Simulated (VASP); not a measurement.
Wanted: the native input for a VASP 6.6.1 run.

```
Task                   : single point
Functional             : r2SCAN
Potentials or basis    : VASP PAW PBE potentials, release 64 (Ir_sv_GW)
Cutoff                 : 620 eV
k mesh                 : 16 × 16 × 16
Occupations            : fermi-dirac, width 0.1 eV
Spin                   : no spin polarisation
Dipole correction      : no
Further INCAR settings : ALGO = Normal; EDIFF = 1e-06; NBANDS = 14
```

The system is Ir.

```
Ir
1.0
    -1.47969    1.47969    1.47969
     1.47969   -1.47969    1.47969
     1.47969    1.47969   -1.47969
Ir
1
Direct
  0.00000 0.00000 0.00000
```

This isn't the form of Ir at room conditions, which is fcc.

These files were run (other wordings do the same):

POSCAR

```
Ir
1.0
   -1.4796926786      1.4796926786      1.4796926786
    1.4796926786     -1.4796926786      1.4796926786
    1.4796926786      1.4796926786     -1.4796926786
Ir
1
Direct
    0.0000000000      0.0000000000      0.0000000000
```

INCAR.step1

```
ALGO = Normal ; EDIFF = 1E-5
ENCUT = 620 ; GGA = PE
GGA_COMPAT = False ; ISMEAR = -1
LASPH = True ; LCHARG = False
LREAL = False ; LWAVE = True
NBANDS = 14 ; NELM = 120
PREC = Accurate ; SIGMA = 0.1
```

INCAR.step2

```
ALGO = Normal ; EDIFF = 1E-6
ENCUT = 620 ; GGA_COMPAT = False
ISIF = 2 ; ISMEAR = -1
ISTART = 1 ; LASPH = True
LCHARG = False ; LMIXTAU = True
LREAL = False ; LWAVE = False
METAGGA = R2SCAN ; NBANDS = 14
NELM = 120 ; PREC = Accurate
SIGMA = 0.1
```

KPOINTS

```
k-points
0
Gamma
  16 16 16
```

Potentials or basis: VASP PAW PBE potentials, release 64 (Ir_sv_GW).

Launch:

```console
$ cat potpaw_PBE.64/Ir_sv_GW/POTCAR > POTCAR
$ cp INCAR.step1 INCAR
$ mpirun -np 1 vasp_std > vasp.out
$ cp INCAR.step2 INCAR
$ mpirun -np 1 vasp_std > vasp.out
```

It gave:

The pressure is 57.6 GPa and the band gap on the k mesh is zero (an odd number of electrons rules out a gap without spin polarisation).

Caveat: the cell stands under pressure; the PAW data sets were made with another functional, which shifts forces and pressure a little; spin-orbit coupling is left out, which moves the levels of the heavy elements.

Run time: 45 s on 1 thread of Intel(R) Xeon(R) 6975P-C (Granite Rapids) (shared host), peak memory 0.17 GiB.
